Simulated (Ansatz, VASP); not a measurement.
**One calculation of MnSn3, two programs**

INCAR

```
SYSTEM = MnSn3
  PREC = Accurate
  ENCUT = 520
  EDIFF = 1E-6
  ISMEAR = 0
  SIGMA = 0.1
  LREAL = .FALSE.
  LASPH = .TRUE.
  NELM = 150
  ALGO = Normal
  ISIF = 2
  LWAVE = .FALSE.
  LCHARG = .TRUE.
  ISPIN = 2
  MAGMOM = 0 0 0 5
  LORBIT = 11
  LMAXMIX = 4
  GGA = PS
  LELF = .TRUE.
  LVHAR = .TRUE.
  NBANDS = 40
```

The input KPOINTS:

```
regular mesh
0
G
  10 10 10
  0 0 0
```

POSCAR

```
MnSn3
1.0
    4.5142541880      0.0000000000      0.0000000000
    0.0000000000      4.5142541880      0.0000000000
    0.0000000000      0.0000000000      4.5142541880
Sn Mn
3 1
Direct
    0.0000000000      0.5000000000      0.5000000000
    0.5000000000      0.0000000000      0.5000000000
    0.5000000000      0.5000000000      0.0000000000
    0.0000000000      0.0000000000      0.0000000000
```

Input for Ansatz:

```yaml
crystal:
  lattice:
    - [4.514254188, 0.0, 0.0]
    - [0.0, 4.514254188, 0.0]
    - [0.0, 0.0, 4.514254188]
  atoms:
    - { symbol: Sn, position: [0.0, 0.5, 0.5] }
    - { symbol: Sn, position: [0.5, 0.0, 0.5] }
    - { symbol: Sn, position: [0.5, 0.5, 0.0] }
    - { symbol: Mn, position: [0.0, 0.0, 0.0], spin: 5.0 }
basis:
  ecutwfc: 420
kpoints:
  mp_grid: { grid: [10, 10, 10] }
hamiltonian:
  xc: pbesol
scf:
  occupations: { method: gaussian, width: 0.1 }
  lower_state_search: "off"
output:
  forces: true
  stress: true
  eigenvalues: true
  populations: true
magnetization:
  spin_polarized: true
```

Alike in both runs: task single point; functional PBEsol; k mesh 10 × 10 × 10; occupations gaussian, width 0.1 eV; collinear spin.

```csv
,VASP,Ansatz
version,VASP 6.6.1,Ansatz 0.2.0
potentials or method,"VASP PAW PBE potentials, release 64 (Sn_d, Mn_pv), cutoff 520 eV","scalar-relativistic, plane waves, PAW"
valence electrons in the cell,55,57
```

```csv
,VASP,Ansatz,Ansatz less VASP
gap on the k mesh at the Fermi level (eV),none,none,-
pressure (GPa),0.0,0.0,+0.04
net moment per atom (μB),1.01,1.02,+0.002
size of the moment on the site where the two differ most (μB),3.90,4.09,+0.185
```

VASP's potentials were made for PBE, not for PBEsol. Site moments also hang on the region over which each program counts them. A gap of «none» marks a metal or a gap that the smearing closes. VASP's potentials hold 55 valence electrons a cell and Ansatz's 57, so a difference there can come from the potentials and not from the codes.
